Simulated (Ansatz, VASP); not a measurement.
Two plane-wave programs on Mg5TeBr

The input INCAR:

```
PREC = Accurate
ENCUT = 600
EDIFF = 1E-7
ISMEAR = 0
SIGMA = 0.1
LREAL = F
LASPH = T
NELM = 80
ALGO = Fast
ISIF = 3
LWAVE = F
LCHARG = F
GGA = PE
IBRION = 2
NSW = 100
EDIFFG = -0.01
```

KPOINTS

```
Automatic mesh
0
Gamma
  10 10 4
```

The input POSCAR:

```
Mg5TeBr
1.0
    4.2245719973      0.0000000000      0.0000000000
    0.0000000000      4.2245719973      0.0000000000
    0.0000000000      0.0000000000     10.6177461867
Mg Te Br
5 1 1
Direct
    0.0000000000      0.5000000000      0.2888546770
    0.0000000000      0.5000000000      0.7111453230
    0.5000000000      0.0000000000      0.2888546770
    0.5000000000      0.0000000000      0.7111453230
    0.0000000000      0.0000000000      0.0000000000
    0.0000000000      0.0000000000      0.5000000000
    0.5000000000      0.5000000000      0.0000000000
```

Input for Ansatz:

```yaml
crystal:
  lattice:
    - [4.2245719973, 0.0, 0.0]
    - [0.0, 4.2245719973, 0.0]
    - [0.0, 0.0, 10.6177461867]
  atoms:
    - { symbol: Mg, position: [0.0, 0.5, 0.288854677] }
    - { symbol: Mg, position: [0.0, 0.5, 0.711145323] }
    - { symbol: Mg, position: [0.5, 0.0, 0.288854677] }
    - { symbol: Mg, position: [0.5, 0.0, 0.711145323] }
    - { symbol: Mg, position: [0.0, 0.0, 0.0] }
    - { symbol: Te, position: [0.0, 0.0, 0.5] }
    - { symbol: Br, position: [0.5, 0.5, 0.0] }
basis:
  ecutwfc: 420
kpoints:
  mp_grid: { grid: [10, 10, 4] }
hamiltonian:
  xc: pbe
scf:
  occupations: { method: gaussian, width: 0.1 }
output:
  forces: true
  stress: true
  eigenvalues: true
relax:
  adjacent_minimum: "off"
  f_tol: 0.01
  max_steps: 80
  cell: { stress_tol: 0.05 }
```

Change from the starting cell: species swapped into the GaAsPd5 type (P4/mmm, No. 123).

Alike in both runs: task relaxation of cell and atoms; functional PBE; k mesh 10 × 10 × 4; occupations gaussian, width 0.1 eV; no spin polarisation.

|  | VASP | Ansatz |
| --- | --- | --- |
| version | VASP 6.6.1 | Ansatz 0.2.0 |
| potentials or method | VASP PAW PBE potentials, release 64 (Mg, Te, Br), cutoff 600 eV | scalar-relativistic, plane waves, PAW |
| valence electrons in the cell | 23 | 73 |

```tsv
	VASP	Ansatz	Ansatz less VASP
gap on the k mesh at the Fermi level, each at its own relaxed structure (eV)	none	none	-
relaxed volume (Å³/atom)	26.91	26.98	+0.069
relaxed length of the cell vector where the two differ most in proportion (Å)	10.415	10.432	+0.0172
```

A gap of «none» marks a metal or a gap that the smearing closes. VASP's potentials hold 23 valence electrons a cell and Ansatz's 73, so a difference there can come from the potentials and not from the codes.

Spin-orbit coupling is off throughout.
